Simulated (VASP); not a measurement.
Wanted: the native input for a VASP 6.6.1 run.

```yaml
Task: single point
Functional: b88 exchange, pbe correlation
Potentials_or_basis: VASP PAW PBE potentials, release 64 (Hg, Te)
Cutoff: 500 eV
k_mesh: 7 × 7 × 7
Occupations: fermi-dirac, width 0.05 eV
Spin: no spin polarisation
Dipole_correction: no
Further_INCAR_settings: ALGO = Normal; EDIFF = 1e-06; NBANDS = 16
```

The structure of HgTe lies in POSCAR:

```
HgTe
1.0
    0.0000000000      3.1488795465      3.1488795465
    3.1488795465      0.0000000000      3.1488795465
    3.1488795465      3.1488795465      0.0000000000
Hg Te
1 1
Direct
    0.0000000000      0.0000000000      0.0000000000
    0.7500000000      0.7500000000      0.7500000000
```

One way to write it, as run:

INCAR

```
SYSTEM = HgTe
  ALGO = Normal
  EDIFF = 1E-6
  ENCUT = 500
  GGA = LIBXC
  GGA_COMPAT = .False.
  ISIF = 2
  ISMEAR = -1
  LASPH = .True.
  LCHARG = .False.
  LIBXC1 = GGA_X_B88
  LIBXC2 = GGA_C_PBE
  LREAL = .False.
  LWAVE = .False.
  NBANDS = 16
  NELM = 120
  PREC = Accurate
  SIGMA = 0.05
```

KPOINTS

```
k-points
0
Gamma
  7 7 7
  0 0 0
```

Potentials or basis: VASP PAW PBE potentials, release 64 (Hg, Te).

Run with:

```sh
$ cat potpaw_PBE.64/Hg/POTCAR potpaw_PBE.64/Te/POTCAR > POTCAR
$ mpirun -np 1 vasp_std > vasp.out
```

It gave:

```
Pressure               : 8.6 GPa
Band gap on the k mesh : zero (filled and empty bands touch)
```

Caveat: the cell stands under pressure; semilocal functionals underestimate gaps, so a narrow gap can read as zero; the PAW data sets were made with another functional, which shifts forces and pressure a little; spin-orbit coupling is left out, which moves the levels of the heavy elements.

Run time: 20 s on 1 thread of Intel(R) Xeon(R) Platinum 8259CL CPU @ 2.50GHz (Skylake/Cascade Lake), on a shared host, peak memory 0.18 GiB.
